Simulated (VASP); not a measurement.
# C in VASP: relaxation of cell and atoms with PBE

Aim: the relaxation of cell and atoms of C with PBE.

Program: VASP 6.6.1. These are calculated values, not measurements. Logs are shortened: lines on timing, memory, paths and dates and some standing lists are left out, and cuts for length are marked.

## Step 1: The cell of the first run

The typed cell holds 2 atoms: a = 2.198 Å, b = 2.198 Å, c = 2.198 Å, α = 120.00°, β = 120.00°, γ = 90.00°.

## Step 2: Relaxation of cell and atoms, PBE, target pressure 380 GPa, at which the enthalpy is minimised

The input, INCAR:

```
  PREC = Accurate
  ENCUT = 600
  EDIFF = 1E-7
  ISMEAR = -1
  SIGMA = 0.05
  LREAL = F
  LASPH = T
  NELM = 100
  ALGO = Normal
  ISIF = 3
  LWAVE = F
  LCHARG = F
  GGA = PE
  IBRION = 2
  NSW = 32
  EDIFFG = -0.005
  PSTRESS = 3800.0
```

The input, KPOINTS:

```
regular mesh
0
Gamma
  27 27 27
```

The input, POSCAR:

```
C
1.0
   -1.0989481554      1.0989481554      1.5540632378
    1.0989481554     -1.0989481554      1.5540632378
    1.0989481554      1.0989481554     -1.5540632378
C
2
Direct
   -0.3750000000     -0.1250000000     -0.2500000000
    0.3750000000      0.1250000000      0.2500000000
```

Potentials or basis: VASP PAW PBE potentials, release 64 (C).

Command:

```console
cat potpaw_PBE.64/C/POTCAR > POTCAR
mpirun -np 1 vasp_std > vasp.out
```

OUTCAR:

```text
PREC = Accurate
   ENCUT = 600
   EDIFF = 1E-7
   ISMEAR = -1
   LREAL = F
   LASPH = T
   NELM = 100
   ISIF = 3
   GGA = PE
   IBRION = 2
   NSW = 32
   EDIFFG = -0.005
   PSTRESS = 3800.0

 ion  position               nearest neighbor table
   1  0.625  0.875  0.750-   2 1.35   2 1.35   2 1.35   2 1.35
   2  0.375  0.125  0.250-   1 1.35   1 1.35   1 1.35   1 1.35

  LATTYP: Found a body centered tetragonal cell.
 ALAT       =     2.1978963108
 C/A-ratio  =     1.4141369911

  Lattice vectors:

 A1 = (  -1.0989481554,   1.0989481554,   1.5540632378)
 A2 = (   1.0989481554,  -1.0989481554,   1.5540632378)
 A3 = (   1.0989481554,   1.0989481554,  -1.5540632378)

Analysis of symmetry for initial positions (statically):
=====================================================================
 Subroutine PRICEL returns:
 Original cell was already a primitive cell.

 Routine SETGRP: Setting up the symmetry group for a
 body centered tetragonal supercell.

 Subroutine GETGRP returns: Found 16 space group operations
 (whereof  4 operations were pure point group operations)
 out of a pool of 16 trial point group operations.

The static configuration has the point symmetry C_2h.
 The point group associated with its full space group is D_4h.

Analysis of symmetry for dynamics (positions and initial velocities):
=====================================================================
 Subroutine PRICEL returns:
 Original cell was already a primitive cell.

 Routine SETGRP: Setting up the symmetry group for a
 body centered tetragonal supercell.

 Subroutine GETGRP returns: Found 16 space group operations
 (whereof  4 operations were pure point group operations)
 out of a pool of 16 trial point group operations.

The dynamic configuration has the point symmetry C_2h.
 The point group associated with its full space group is D_4h.

 Subroutine INISYM returns: Found 16 space group operations
 (whereof  4 operations are pure point group operations),
 and found     1 'primitive' translations

----------------------------------------------------------------------------------------

                                     Primitive cell

  volume of cell :       7.5073

  direct lattice vectors                    reciprocal lattice vectors
    -1.098948155  1.098948155  1.554063238     0.000000000  0.454980517  0.321737229
     1.098948155 -1.098948155  1.554063238     0.454980517  0.000000000  0.321737229
     1.098948155  1.098948155 -1.554063238     0.454980517  0.454980517  0.000000000

  length of vectors
     2.197836810  2.197836810  2.197836810     0.557245113  0.557245113  0.643439618

  position of ions in fractional coordinates (direct lattice)
     0.625000000  0.875000000  0.750000000
     0.375000000  0.125000000  0.250000000

  ion indices of the primitive-cell ions
   primitive index   ion index
                 1           1
                 2           2

----------------------------------------------------------------------------------------

 KPOINTS: regular mesh

Automatic generation of k-mesh.
 Grid dimensions read from file:
 generate k-points for:   27   27   27

 Generating k-lattice:

  Cartesian coordinates                     Fractional coordinates (reciprocal lattice)
     0.000000000  0.016851130  0.011916194     0.037037037  0.000000000  0.000000000
     0.016851130  0.000000000  0.011916194     0.000000000  0.037037037  0.000000000
     0.016851130  0.016851130  0.000000000     0.000000000  0.000000000  0.037037037

  Length of vectors
     0.020638708  0.020638708  0.023831097

  Shift w.r.t. Gamma in fractional coordinates (k-lattice)
     0.000000000  0.000000000  0.000000000

 Subroutine IBZKPT returns following result:
 ===========================================

 Found   1470 irreducible k-points:

 Following reciprocal coordinates:
            Coordinates               Weight
  0.000000  0.000000  0.000000      1.000000
  0.037037  0.000000  0.000000      8.000000
  0.074074  0.000000  0.000000      8.000000
  0.111111  0.000000  0.000000      8.000000
  0.148148  0.000000 -0.000000      8.000000
  0.185185 -0.000000  0.000000      8.000000
[... 16 lines left out ...]
  0.333333  0.037037  0.000000     16.000000
  0.370370  0.037037 -0.000000     16.000000
 [... further k-points ...]
   k-points           NKPTS =   1470   k-points in BZ     NKDIM =   1470   number of bands    NBANDS=      8
   number of dos      NEDOS =    301   number of ions     NIONS =      2
   total plane-waves  NPLWV =   5832
   dimension x,y,z NGX =    18 NGY =   18 NGZ =   18
   dimension x,y,z NGXF=    36 NGYF=   36 NGZF=   36
   ions per type =               2
   NGX,Y,Z   is equivalent  to a cutoff of  13.62, 13.62, 13.62 a.u.
   NGXF,Y,Z  is equivalent  to a cutoff of  27.23, 27.23, 27.23 a.u.
 SYSTEM =  unknown system
   PREC   = accura    normal or accurate (medium, high low for compatibility)
   ISTART =      0    job   : 0-new  1-cont  2-samecut
   ICHARG =      2    charge: 1-file 2-atom 10-const
   ISPIN  =      1    spin polarized calculation?
   LNONCOLLINEAR =      F non collinear calculations
   LSORBIT =      F    spin-orbit coupling
   LASPH  =      T    aspherical Exc in radial PAW
   ENCUT  =  600.0 eV  44.10 Ry    6.64 a.u.   4.39  4.39  4.39*2*pi/ulx,y,z
   NELM   =    100;   NELMIN=  2; NELMDL= -5     # of ELM steps
   EDIFF  = 0.1E-06   stopping-criterion for ELM
   LREAL  =      F    real-space projection
   EDIFFG = -.5E-02   stopping-criterion for IOM
   NSW    =     32    number of steps for IOM
   IBRION =      2    ionic relax: 0-MD 1-quasi-New 2-CG
   NFREE  =      1    steps in history (QN), initial steepest desc. (CG)
   ISIF   =      3    stress and relaxation
   ISYM   =      2    0-nonsym 1-usesym 2-fastsym
   POTIM  = 0.5000    time-step for ionic-motion
   TEBEG  =    0.0;   TEEND  =   0.0 temperature during run
   PSTRESS= 3800.0 pullay stress
   NELECT =       8.0000    total number of electrons
   NUPDOWN=      -1.0000    fix difference up-down
   EMIN   =  10.00;   EMAX   =-10.00  energy-range for DOS
   EFERMI =   0.00;   METHOD = LEGACY
   ISMEAR =    -1;   SIGMA  =   0.05  broadening in eV -4-tet -1-fermi 0-gaus
   EFERMI_NEDOS =   21; number of points for ismear=-14 and -15
   IALGO  =     38    algorithm
   IMIX   =      4    mixing-type and parameters
     AMIX     =   0.40;   BMIX     =  1.00
     AMIX_MAG =   1.60;   BMIX_MAG =  1.00
  volume/ion in A,a.u.               =       3.75        25.33
  Fermi-wavevector in a.u.,A,eV,Ry     =   1.672157  3.159919 38.043387  2.796110
  Thomas-Fermi vector in A             =   2.757354
   LORBIT       =      0    0 simple, 1 ext, 2 COOP (PROOUT), +10 PAW based schemes
   GGA     = PE    functional components
   LHFCALC =     F    Hartree Fock is set to
   AEXX    =    0.0000 exact exchange contribution
   IVDW    =     0    specifies the selected vdW correction
   LEPSILON=     F    determine dielectric tensor
   LRPA    =     F    only Hartree local field effects (RPA)
 conjugate gradient relaxation of ions
 non-spin polarized calculation
  energy-cutoff  :      600.00
  volume of cell :        7.51
 maximum number of plane-waves:       265
 NGX is ok and might be reduce to    18
   NGX =  9   NGY =  9   NGZ =  9

--------------------------------------- Ionic step        1  -------------------------------------------

 number of electron       8.0000000 magnetization

 Free energy of the ion-electron system (eV)
  ---------------------------------------------------
  ext. energy  EPLUGINS =         0.00000000
  ---------------------------------------------------
  free energy    TOTEN  =       -14.79992684 eV

  energy without entropy =      -14.79992684  energy(sigma->0) =      -14.79992684

------------------------ aborting loop because EDIFF is reached ----------------------------------------

  FORCE on cell =-STRESS in cart. coord.  units (eV):
  Direction    XX          YY          ZZ          XY          YZ          ZX
  --------------------------------------------------------------------------------------
  -------------------------------------------------------------------------------------
  Total       17.8580236     17.8580236     17.8614329     -0.0000000      0.0000000      0.0000000
  in kB     3811.1925130   3811.1925130   3811.9201182     -0.0000000      0.0000000      0.0000000
  external PRESSURE =      11.4350481 kB  Pullay stress =    3800.0000000 kB

 VOLUME and BASIS-vectors are now :
 -----------------------------------------------------------------------------
  energy-cutoff  :      600.00
  volume of cell :        7.51
      direct lattice vectors                 reciprocal lattice vectors
    -1.098948155  1.098948155  1.554063238     0.000000000  0.454980517  0.321737229
     1.098948155 -1.098948155  1.554063238     0.454980517  0.000000000  0.321737229
     1.098948155  1.098948155 -1.554063238     0.454980517  0.454980517  0.000000000
[... 46 lines left out ...]
  FREE ENERGIE OF THE ION-ELECTRON SYSTEM (eV)
  ---------------------------------------------------
  free  energy   TOTEN  =       -14.8687086431 eV

  energy  without entropy=      -14.8687086431  energy(sigma->0) =      -14.86870864

  enthalpy is  TOTEN    =         3.0059977523 eV   P V=       17.8747063954

--------------------------------------- Ionic step        3  -------------------------------------------

 number of electron       8.0000000 magnetization

 Free energy of the ion-electron system (eV)
  ---------------------------------------------------
  ext. energy  EPLUGINS =         0.00000000
  ---------------------------------------------------
  free energy    TOTEN  =       -14.81285169 eV

  energy without entropy =      -14.81285169  energy(sigma->0) =      -14.81285169

 E-fermi :  17.6388     XC(G=0): -15.4243

 val. band max:       16.6795753442   @ k =   0.0000   0.0000   0.0000
 cond. band min:      21.8476871647   @ k =  -0.3704  -0.3704   0.3704
 fundamental gap:      5.1681118206
 Fermi energy:        17.6387873023

 k-point     1 :       0.0000    0.0000    0.0000
  band No.  band energies     occupation
      1     -11.1837      2.00000
      2      16.6788      2.00000
      3      16.6788      2.00000
      4      16.6796      2.00000
      5      23.4188      0.00000
      6      23.4194      0.00000
      7      23.4194      0.00000
      8      40.4798      0.00000

 k-point     2 :       0.0370    0.0000    0.0000
  band No.  band energies     occupation
      1     -11.1344      2.00000
      2      16.2743      2.00000
      3      16.5683      2.00000
      4      16.5688      2.00000
      5      23.5620      0.00000
      6      23.5624      0.00000
      7      23.7377      0.00000
      8      40.3727      0.00000
[... 221 lines left out ...]
 k-point    23 :       0.3333    0.0370    0.0000
  band No.  band energies     occupation
      1      -6.8879      2.00000
      2       3.5903      2.00000
      3      12.6861      2.00000
      4      13.4408      2.00000
      5      26.7345      0.00000
      6      27.2360      0.00000
      7      30.7457      0.00000
      8      36.5878      0.00000

 k-point    24 :       0.3704    0.0370   -0.0000
  band No.  band energies     occupation
      1      -5.9404      2.00000
      2       2.0595      2.00000
      3      12.5190      2.00000
      4      13.1295      2.00000
      5      26.8104      0.00000
      6      27.1247      0.00000
      7      31.2384      0.00000
      8      36.3618      0.00000

 [... further k-points ...]

------------------------ aborting loop because EDIFF is reached ----------------------------------------

  FORCE on cell =-STRESS in cart. coord.  units (eV):
  Direction    XX          YY          ZZ          XY          YZ          ZX
  --------------------------------------------------------------------------------------
  -------------------------------------------------------------------------------------
  Total       17.8185367     17.8185367     17.8209798      0.0000000     -0.0000000     -0.0000000
  in kB     3800.0109923   3800.0109923   3800.5320212      0.0000000     -0.0000000     -0.0000000
  external PRESSURE =       0.1846686 kB  Pullay stress =    3800.0000000 kB

 VOLUME and BASIS-vectors are now :
 -----------------------------------------------------------------------------
  energy-cutoff  :      600.00
  volume of cell :        7.51
      direct lattice vectors                 reciprocal lattice vectors
    -1.099207979  1.099207979  1.554454550     0.000000000  0.454872972  0.321656236
     1.099207979 -1.099207979  1.554454550     0.454872972  0.000000000  0.321656236
     1.099207979  1.099207979 -1.554454550     0.454872972  0.454872972  0.000000000

 POSITION                                       TOTAL-FORCE (eV/Angst)
 -----------------------------------------------------------------------------------
      1.09921      0.54960      1.16584         0.000000      0.000000     -0.000000
      0.00000      0.54960      0.38861        -0.000000     -0.000000      0.000000
 -----------------------------------------------------------------------------------
    total drift:                                0.000000     -0.000000      0.000000

  FREE ENERGIE OF THE ION-ELECTRON SYSTEM (eV)
  ---------------------------------------------------
  free  energy   TOTEN  =       -14.8128516908 eV

  energy  without entropy=      -14.8128516908  energy(sigma->0) =      -14.81285169

  enthalpy is  TOTEN    =         3.0056334315 eV   P V=       17.8184851223

 reached required accuracy - stopping structural energy minimisation
```

Wall time 3.4 min (1 thread of Intel Xeon 8259CL, shared host); peak memory 0.2 GiB.

Results:

```
Free energy                                                : -14.8129 eV
Relaxed volume                                             : 3.76 Å³/atom
Relaxed cell                                               : a = 2.198 Å, b = 2.198 Å, c = 2.198 Å, α = 120.00°, β = 120.00°, γ = 90.00°
Space group after relaxing (to 0.1 Å)                      : Fd-3m (No. 227)
Energy change on relaxing (the run minimises the enthalpy) : -6.5 meV/atom
Ionic steps                                                : 3
Pressure after relaxing                                    : 380.0 GPa
Band gap on the k mesh                                     : 5.17 eV (least direct gap 6.74 eV)
```

Step by step:
| step | energy change (eV) | largest force (eV/Å) | pressure (GPa) | volume (Å³) |
| --- | --- | --- | --- | --- |
| 1 | 0.0000 | 0.0000 | 381.14 | 7.51 |
| 2 | -0.0688 | 0.0000 | 375.09 | 7.54 |
| 3 | -0.0129 | 0.0000 | 380.02 | 7.51 |

Final structure:
```
CELL_PARAMETERS angstrom
-1.09921 1.09921 1.55445
1.09921 -1.09921 1.55445
1.09921 1.09921 -1.55445
ATOMIC_POSITIONS crystal
C 0.62500 0.87500 0.75000
C 0.37500 0.12500 0.25000
```

Levels at points of the mesh, in eV from the valence-band top:
```tsv
k point	band 1	band 2	band 3	band 4	band 5	band 6	band 7	band 8
(0.00, 0.00, 0.00)	-27.86	0.00	0.00	0.00	6.74	6.74	6.74	23.80
```

Caveat: the cell is relaxed towards a set pressure, so the run minimises the enthalpy, not the energy; an odd mesh through Γ misses points on the zone boundary, where band edges can lie.
